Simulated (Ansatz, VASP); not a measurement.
## Two plane-wave programs on Al2O3

The input INCAR:

```
PREC = Accurate
ENCUT = 520
EDIFF = 1E-6
ISMEAR = 0
SIGMA = 0.01
LREAL = F
LASPH = T
NELM = 100
ALGO = Normal
ISIF = 2
LWAVE = F
LCHARG = F
NBANDS = 35
```

KPOINTS

```
regular mesh
0
Gamma
  6 6 6
```

Contents of POSCAR:

```
Al2O3
1.0
    2.3793212207      1.3737017472      4.3317945566
   -2.3793212207      1.3737017472      4.3317945566
    0.0000000000     -2.7474034945      4.3317945566
Al O
4 6
Direct
    0.3519098052      0.3519098052      0.3519098052
    0.1480901948      0.1480901948      0.1480901948
    0.6480901948      0.6480901948      0.6480901948
    0.8519098052      0.8519098052      0.8519098052
    0.5563680095      0.9436319905      0.2500000000
    0.2500000000      0.5563680095      0.9436319905
    0.9436319905      0.2500000000      0.5563680095
    0.4436319905      0.0563680095      0.7500000000
    0.7500000000      0.4436319905      0.0563680095
    0.0563680095      0.7500000000      0.4436319905
```

Input for Ansatz:

```yaml
crystal:
  lattice:
    - [2.3793212207, 1.3737017472, 4.3317945566]
    - [-2.3793212207, 1.3737017472, 4.3317945566]
    - [0.0, -2.7474034945, 4.3317945566]
  atoms:
    - { symbol: Al, position: [0.3519098052, 0.3519098052, 0.3519098052] }
    - { symbol: Al, position: [0.1480901948, 0.1480901948, 0.1480901948] }
    - { symbol: Al, position: [0.6480901948, 0.6480901948, 0.6480901948] }
    - { symbol: Al, position: [0.8519098052, 0.8519098052, 0.8519098052] }
    - { symbol: O, position: [0.5563680095, 0.9436319905, 0.25] }
    - { symbol: O, position: [0.25, 0.5563680095, 0.9436319905] }
    - { symbol: O, position: [0.9436319905, 0.25, 0.5563680095] }
    - { symbol: O, position: [0.4436319905, 0.0563680095, 0.75] }
    - { symbol: O, position: [0.75, 0.4436319905, 0.0563680095] }
    - { symbol: O, position: [0.0563680095, 0.75, 0.4436319905] }
kpoints:
  mp_grid: { grid: [6, 6, 6] }
  band_path:
    path:
      - [0.0, 0.0, 0.0]
      - [0.5, 0.5, 0.5]
      - [0.7662896386, 0.2337103614, 0.5]
      - [0.5, -0.2337103614, 0.2337103614]
      - [0.5, 0.0, 0.0]
      - [0.3668551807, -0.3668551807, 0.0]
      - [0.6331448193, 0.0, 0.3668551807]
      - [0.5, 0.0, 0.5]
    npoints: 1
hamiltonian:
  xc: lda
scf:
  occupations: { method: fixed }
  n_extra_bands: 6
output:
  forces: true
  stress: true
  eigenvalues: true
```

Alike in both runs: task single point; functional LDA; k mesh 6 × 6 × 6; no spin polarisation.

|  | VASP | Ansatz |
| --- | --- | --- |
| version | VASP 6.6.1 | Ansatz 0.2.0 |
| potentials or method | VASP PAW LDA potentials, release 64 (Al, O) | plane waves, PAW |
| plane-wave cutoff (eV) | 520 | 420 |
| occupations | gaussian, width 0.01 eV | fixed |
| valence electrons in the cell | 48 | 48 |

|  | VASP | Ansatz | Ansatz less VASP |
| --- | --- | --- | --- |
| gap on the k mesh at the Fermi level (eV) | 6.19 | 6.18 | -0.006 |
| pressure (GPa) | -4.4 | -5.1 | -0.73 |
| traceless stress, the component that is largest in VASP (GPa) | -0.26 | -0.12 | +0.138 |
| rms of the force components (eV/Å) | 0.036 | 0.032 | -0.0038 |

LDA's correlation is that of Perdew and Zunger in VASP and of Perdew and Wang (1992) in Ansatz. Atom by atom the forces differ by 0.006 eV/Å (rms over components).
